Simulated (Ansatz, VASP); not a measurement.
## One calculation of Ta3I, two programs

```xyz
4
Lattice="4.2699 0.0000 0.0000 0.0000 4.2699 0.0000 0.0000 0.0000 4.2699" Properties=species:S:1:pos:R:3 pbc="T T T"
Ta    0.0000    2.1349    2.1349
Ta    2.1349    0.0000    2.1349
Ta    2.1349    2.1349    0.0000
I     0.0000    0.0000    0.0000
```

Alike in both runs: functional PBE; k mesh 4 × 4 × 4; occupations gaussian, width 0.1 eV; no spin polarisation.

Ansatz relaxed the structure, and its values are those at the end. VASP's run is a single point on that final structure, the one shown.

|  | VASP | Ansatz |
| --- | --- | --- |
| version | VASP 6.6.1 | Ansatz 0.2.0 |
| potentials or method | VASP PAW PBE potentials, release 64 (Ta_pv, I), cutoff 520 eV | scalar-relativistic, plane waves, PAW |
| valence electrons in the cell | 40 | 56 |

```tsv
	VASP	Ansatz	Ansatz less VASP
gap on the k mesh at the Fermi level (eV)	none	none	-
pressure (GPa)	-0.2	-0.2	+0.01
```

A gap of «none» marks a metal or a gap that the smearing closes. VASP's potentials hold 40 valence electrons a cell and Ansatz's 56, so a difference there can come from the potentials and not from the codes.

The k mesh is coarse, so the values compare programs but aren't converged. Neither program's run includes spin-orbit coupling.
